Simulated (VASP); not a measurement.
# FeO (Wuestite) (Fm-3m) in VASP: further runs

The runs below take FeO (Wuestite) through single point, with PBEsol.

All numbers are computed with VASP 6.6.1; they aren't measurements. Logs are shortened: lines on timing, memory, paths and dates and some standing lists are left out, and cuts for length are marked.

## (1) The cell of the first run

The structure is cubic, space group Fm-3m (No. 225). The conventional cell has a = 4.311 Å, b = 4.311 Å, c = 4.311 Å, α = 90.00°, β = 90.00°, γ = 90.00°. Within 2.9 Å of Fe (site symmetry m-3m) lie 6 O at 2.16 Å. O (site symmetry m-3m) has 6 Fe at 2.16 Å within 2.9 Å.

## (2) Single point, PBEsol, collinear spin, ferromagnetic start

INCAR

```
SYSTEM = FeO
PREC     = Accurate       ! precision mode
ENCUT    = 520            ! plane-wave cutoff, eV
EDIFF    = 1E-7           ! SCF threshold, eV
ISMEAR   = -1             ! smearing method
SIGMA    = 0.05           ! smearing width, eV
LREAL    = .FALSE.        ! projectors in reciprocal space
LASPH    = .TRUE.         ! aspherical terms in the spheres
NELM     = 150            ! most SCF steps
ALGO     = Normal         ! electronic algorithm
ISIF     = 2              ! what is computed and relaxed
LWAVE    = .FALSE.        ! write WAVECAR
LCHARG   = .FALSE.        ! write CHGCAR
ISPIN    = 2              ! spin polarisation
MAGMOM   = 1.5 0          ! initial moments
LORBIT   = 11             ! projections on sites
NUPDOWN  = 1.5            ! fixed moment
LMAXMIX  = 4              ! l up to which the mixer works
GGA      = PS             ! functional
NBANDS   = 18             ! bands
```

KPOINTS

```
Automatic mesh
0
G
  9 9 9
  0 0 0
```

POSCAR

```
FeO
1.0
    0.0000000000      2.1554000000      2.1554000000
    2.1554000000      0.0000000000      2.1554000000
    2.1554000000      2.1554000000      0.0000000000
Fe O
1 1
Direct
    0.0000000000      0.0000000000      0.0000000000
    0.5000000000      0.5000000000      0.5000000000
```

Potentials or basis: VASP PAW PBE potentials, release 64 (Fe, O).

Command:

```sh
$ cat potpaw_PBE.64/Fe/POTCAR potpaw_PBE.64/O/POTCAR > POTCAR
$ mpirun -np 1 vasp_std > vasp.out
```

OUTCAR:

```text
SYSTEM = FeO
   PREC = Accurate
   ENCUT = 520
   EDIFF = 1E-7
   ISMEAR = -1
   LREAL = .FALSE.
   LASPH = .TRUE.
   NELM = 150
   ISIF = 2
   ISPIN = 2
   LORBIT = 11
   NUPDOWN = 1.5
   GGA = PS

 ion  position               nearest neighbor table
   1  0.000  0.000  0.000-   2 2.16   2 2.16   2 2.16   2 2.16   2 2.16   2 2.16
   2  0.500  0.500  0.500-   1 2.16   1 2.16   1 2.16   1 2.16   1 2.16   1 2.16

  LATTYP: Found a face centered cubic cell.
 ALAT       =     4.3108000000

  Lattice vectors:

 A1 = (   0.0000000000,   2.1554000000,   2.1554000000)
 A2 = (   2.1554000000,   0.0000000000,   2.1554000000)
 A3 = (   2.1554000000,   2.1554000000,   0.0000000000)

Analysis of symmetry for initial positions (statically):
=====================================================================
 Subroutine PRICEL returns:
 Original cell was already a primitive cell.

 Routine SETGRP: Setting up the symmetry group for a
 face centered cubic supercell.

 Subroutine GETGRP returns: Found 48 space group operations
 (whereof 48 operations were pure point group operations)
 out of a pool of 48 trial point group operations.

The static configuration has the point symmetry O_h .

Analysis of symmetry for dynamics (positions and initial velocities):
=====================================================================
 Subroutine PRICEL returns:
 Original cell was already a primitive cell.

 Routine SETGRP: Setting up the symmetry group for a
 face centered cubic supercell.

 Subroutine GETGRP returns: Found 48 space group operations
 (whereof 48 operations were pure point group operations)
 out of a pool of 48 trial point group operations.

The dynamic configuration has the point symmetry O_h .

Analysis of structural, dynamic, and magnetic symmetry:
=====================================================================
 Subroutine PRICEL returns:
 Original cell was already a primitive cell.

 Routine SETGRP: Setting up the symmetry group for a
 face centered cubic supercell.

 Subroutine GETGRP returns: Found 48 space group operations
 (whereof 48 operations were pure point group operations)
 out of a pool of 48 trial point group operations.

The overall configuration has the point symmetry O_h .

 Subroutine INISYM returns: Found 48 space group operations
 (whereof 48 operations are pure point group operations),
 and found     1 'primitive' translations

----------------------------------------------------------------------------------------

                                     Primitive cell

  volume of cell :      20.0269

  direct lattice vectors                    reciprocal lattice vectors
     0.000000000  2.155400000  2.155400000    -0.231975503  0.231975503  0.231975503
     2.155400000  0.000000000  2.155400000     0.231975503 -0.231975503  0.231975503
     2.155400000  2.155400000  0.000000000     0.231975503  0.231975503 -0.231975503

  length of vectors
     3.048195912  3.048195912  3.048195912     0.401793358  0.401793358  0.401793358

  position of ions in fractional coordinates (direct lattice)
     0.000000000  0.000000000  0.000000000
     0.500000000  0.500000000  0.500000000

  ion indices of the primitive-cell ions
   primitive index   ion index
                 1           1
                 2           2

----------------------------------------------------------------------------------------

 KPOINTS: Automatic mesh

Automatic generation of k-mesh.
 Grid dimensions read from file:
 generate k-points for:    9    9    9

 Generating k-lattice:

  Cartesian coordinates                     Fractional coordinates (reciprocal lattice)
    -0.025775056  0.025775056  0.025775056     0.111111111  0.000000000  0.000000000
     0.025775056 -0.025775056  0.025775056     0.000000000  0.111111111  0.000000000
     0.025775056  0.025775056 -0.025775056     0.000000000  0.000000000  0.111111111

  Length of vectors
     0.044643706  0.044643706  0.044643706

  Shift w.r.t. Gamma in fractional coordinates (k-lattice)
     0.000000000  0.000000000  0.000000000

 Subroutine IBZKPT returns following result:
 ===========================================

 Found     35 irreducible k-points:

 Following reciprocal coordinates:
            Coordinates               Weight
  0.000000  0.000000  0.000000      1.000000
  0.111111  0.000000  0.000000      8.000000
  0.222222  0.000000  0.000000      8.000000
  0.333333  0.000000  0.000000      8.000000
  0.444444  0.000000  0.000000      8.000000
  0.111111  0.111111  0.000000      6.000000
[... 16 lines left out ...]
 -0.333333  0.333333  0.000000     12.000000
  0.444444  0.444444  0.000000      6.000000
 [... further k-points ...]
   k-points           NKPTS =     35   k-points in BZ     NKDIM =     35   number of bands    NBANDS=     18
   number of dos      NEDOS =    301   number of ions     NIONS =      2
   total plane-waves  NPLWV =  13824
   dimension x,y,z NGX =    24 NGY =   24 NGZ =   24
   dimension x,y,z NGXF=    48 NGYF=   48 NGZF=   48
   ions per type =               1   1
   NGX,Y,Z   is equivalent  to a cutoff of  13.09, 13.09, 13.09 a.u.
   NGXF,Y,Z  is equivalent  to a cutoff of  26.18, 26.18, 26.18 a.u.
 SYSTEM =  FeO
   PREC   = accura    normal or accurate (medium, high low for compatibility)
   ISTART =      0    job   : 0-new  1-cont  2-samecut
   ICHARG =      2    charge: 1-file 2-atom 10-const
   ISPIN  =      2    spin polarized calculation?
   LNONCOLLINEAR =      F non collinear calculations
   LSORBIT =      F    spin-orbit coupling
   LASPH  =      T    aspherical Exc in radial PAW
   ENCUT  =  520.0 eV  38.22 Ry    6.18 a.u.   5.67  5.67  5.67*2*pi/ulx,y,z
   NELM   =    150;   NELMIN=  2; NELMDL= -5     # of ELM steps
   EDIFF  = 0.1E-06   stopping-criterion for ELM
   LREAL  =      F    real-space projection
   EDIFFG = 0.1E-05   stopping-criterion for IOM
   NSW    =      0    number of steps for IOM
   IBRION =     -1    ionic relax: 0-MD 1-quasi-New 2-CG
   NFREE  =      0    steps in history (QN), initial steepest desc. (CG)
   ISIF   =      2    stress and relaxation
   ISYM   =      2    0-nonsym 1-usesym 2-fastsym
   POTIM  = 0.5000    time-step for ionic-motion
   TEBEG  =    0.0;   TEEND  =   0.0 temperature during run
   PSTRESS=    0.0 pullay stress
   NELECT =      14.0000    total number of electrons
   NUPDOWN=       1.5000    fix difference up-down
   EMIN   =  10.00;   EMAX   =-10.00  energy-range for DOS
   EFERMI =   0.00;   METHOD = LEGACY
   ISMEAR =    -1;   SIGMA  =   0.05  broadening in eV -4-tet -1-fermi 0-gaus
   EFERMI_NEDOS =   21; number of points for ismear=-14 and -15
   IALGO  =     38    algorithm
   IMIX   =      4    mixing-type and parameters
     AMIX     =   0.40;   BMIX     =  1.00
     AMIX_MAG =   1.60;   BMIX_MAG =  1.00
  volume/ion in A,a.u.               =      10.01        67.57
  Fermi-wavevector in a.u.,A,eV,Ry     =   1.452935  2.745650 28.722187  2.111021
  Thomas-Fermi vector in A             =   2.570260
   LORBIT       =     11    0 simple, 1 ext, 2 COOP (PROOUT), +10 PAW based schemes
   GGA     = PS    functional components
   LHFCALC =     F    Hartree Fock is set to
   AEXX    =    0.0000 exact exchange contribution
   IVDW    =     0    specifies the selected vdW correction
   LEPSILON=     F    determine dielectric tensor
   LRPA    =     F    only Hartree local field effects (RPA)
 spin polarized calculation
  energy-cutoff  :      520.00
  volume of cell :       20.03
 maximum number of plane-waves:       556
   NGX = 11   NGY = 11   NGZ = 11

 number of electron      13.9999999 magnetization       1.5000000

 Free energy of the ion-electron system (eV)
  ---------------------------------------------------
  ext. energy  EPLUGINS =         0.00000000
  ---------------------------------------------------
  free energy    TOTEN  =       -14.80132405 eV

  energy without entropy =      -14.76024867  energy(sigma->0) =      -14.78078636

 E-fermi :   5.8950     XC(G=0): -12.4675

 val. band max:        5.8924548200   @ k =  -0.3333   0.3333   0.0000
 cond. band min:       5.0692740261   @ k =   0.2222   0.1111   0.0000
 fundamental gap:     -0.8231807939
 Fermi energy:         5.0496048416

 spin component 1

 k-point     1 :       0.0000    0.0000    0.0000
  band No.  band energies     occupation
      1     -14.9827      1.00000
      2       1.7987      1.00000
      3       1.7987      1.00000
      4       1.7987      1.00000
      5       3.4048      1.00000
      6       3.4048      1.00000
[... 10 lines left out ...]
     17      27.0458      0.00000
     18      29.9611      0.00000
[... 463 lines left out ...]
 k-point    24 :       0.4444    0.4444    0.0000
  band No.  band energies     occupation
      1     -13.8895      1.00000
      2      -1.6228      1.00000
      3       0.7013      1.00000
      4       0.7013      1.00000
      5       2.3470      1.00000
      6       4.2378      1.00000
[... 10 lines left out ...]
     17      35.7102      0.00000
     18      35.7102      0.00000

 [... further k-points ...]

 spin component 2

 k-point     1 :       0.0000    0.0000    0.0000
  band No.  band energies     occupation
      1     -14.9705      1.00000
      2       1.7897      1.00000
      3       1.7897      1.00000
      4       1.7897      1.00000
      5       4.7754      1.00000
      6       4.7755      1.00000
[... 10 lines left out ...]
     17      27.6697      0.00000
     18      30.3460      0.00000
[... 463 lines left out ...]
 k-point    24 :       0.4444    0.4444    0.0000
  band No.  band energies     occupation
      1     -13.8849      1.00000
      2      -1.5591      1.00000
      3       0.7241      1.00000
      4       0.7241      1.00000
      5       3.5027      1.00000
      6       5.6512      0.99243
[... 10 lines left out ...]
     17      35.7383      0.00000
     18      35.7383      0.00000

 [... further k-points ...]
[... 5 lines left out ...]
  --------------------------------------------------------------------------------------
  -------------------------------------------------------------------------------------
  Total       -3.7706061     -3.7706061     -3.7706061      0.0000000      0.0000000      0.0000000
  in kB     -301.6533248   -301.6533248   -301.6533248      0.0000000      0.0000000      0.0000000
  external PRESSURE =    -301.6533248 kB  Pullay stress =       0.0000000 kB

 VOLUME and BASIS-vectors are now :
 -----------------------------------------------------------------------------
  energy-cutoff  :      520.00
  volume of cell :       20.03
      direct lattice vectors                 reciprocal lattice vectors
     0.000000000  2.155400000  2.155400000    -0.231975503  0.231975503  0.231975503
     2.155400000  0.000000000  2.155400000     0.231975503 -0.231975503  0.231975503
     2.155400000  2.155400000  0.000000000     0.231975503  0.231975503 -0.231975503

 POSITION                                       TOTAL-FORCE (eV/Angst)
 -----------------------------------------------------------------------------------
      0.00000      0.00000      0.00000        -0.000000      0.000000     -0.000000
      2.15540      2.15540      2.15540         0.000000     -0.000000      0.000000
 -----------------------------------------------------------------------------------
    total drift:                                0.000000     -0.000000     -0.000000

  FREE ENERGIE OF THE ION-ELECTRON SYSTEM (eV)
  ---------------------------------------------------
  free  energy   TOTEN  =       -14.8013240540 eV

  energy  without entropy=      -14.7602486732  energy(sigma->0) =      -14.78078636

 total charge

# of ion       s       p       d       tot
------------------------------------------
    1        0.268   0.327   6.263   6.858
    2        1.555   3.340   0.000   4.895
--------------------------------------------------
tot          1.823   3.666   6.263  11.752

 magnetization (x)

# of ion       s       p       d       tot
------------------------------------------
    1        0.012   0.005   1.485   1.502
    2        0.010  -0.022   0.000  -0.012
--------------------------------------------------
tot          0.022  -0.018   1.485   1.489
```

It took 22 s on 1 thread of AMD EPYC 9R14 (Zen 4), shared host; peak memory 0.13 GiB.

What came out:

```yaml
Free_energy: -14.8013 eV
Pressure: -30.2 GPa
Net_moment: 1.50 μB per cell
Site_moments: Fe +1.50; O -0.01 μB
Valence_electrons_inside_the_program's_atomic_spheres: Fe 6.86; O 4.89
```

Caveat: the PAW data sets were made with another functional, which shifts forces and pressure a little; the total moment is fixed, so each spin has its own Fermi level; a cell with one magnetic atom can't hold antiferromagnetic order, which such compounds often take.

## (3) Single point, PBEsol, collinear spin, ferromagnetic start

INCAR

```
ALGO     = Normal         # electronic algorithm
EDIFF    = 1E-6           # SCF threshold, eV
ENCUT    = 520            # plane-wave cutoff, eV
GGA      = PS             # functional
ISIF     = 2              # what is computed and relaxed
ISMEAR   = -1             # smearing method
ISPIN    = 2              # spin polarisation
LASPH    = T              # aspherical terms in the spheres
LCHARG   = F              # write CHGCAR
LMAXMIX  = 4              # l up to which the mixer works
LORBIT   = 11             # projections on sites
LREAL    = F              # projectors in reciprocal space
LWAVE    = F              # write WAVECAR
MAGMOM   = 2.2 0          # initial moments
NBANDS   = 18             # bands
NELM     = 150            # most SCF steps
NUPDOWN  = 2.2            # fixed moment
PREC     = Accurate       # precision mode
SIGMA    = 0.05           # smearing width, eV
```

KPOINTS

```
k-points
0
Gamma
  9 9 9
```

POSCAR is that of step 2.

Potentials or basis: VASP PAW PBE potentials, release 64 (Fe, O).

Command:

```sh
$ cat potpaw_PBE.64/Fe/POTCAR potpaw_PBE.64/O/POTCAR > POTCAR
$ mpirun -np 1 vasp_std > vasp.out
```

It took 20 s on 1 thread of AMD EPYC 9R14 (Zen 4), shared host; peak memory 0.13 GiB.

The run converged. Its results:

```yaml
Free_energy: -15.1273 eV
Pressure: -26.2 GPa
Net_moment: 2.20 μB per cell
Site_moments: Fe +2.17; O +0.01 μB
Valence_electrons_inside_the_program's_atomic_spheres: Fe 6.84; O 4.91
```

Caveat: the PAW data sets were made with another functional, which shifts forces and pressure a little; the total moment is fixed, so each spin has its own Fermi level; a cell with one magnetic atom can't hold antiferromagnetic order, which such compounds often take.
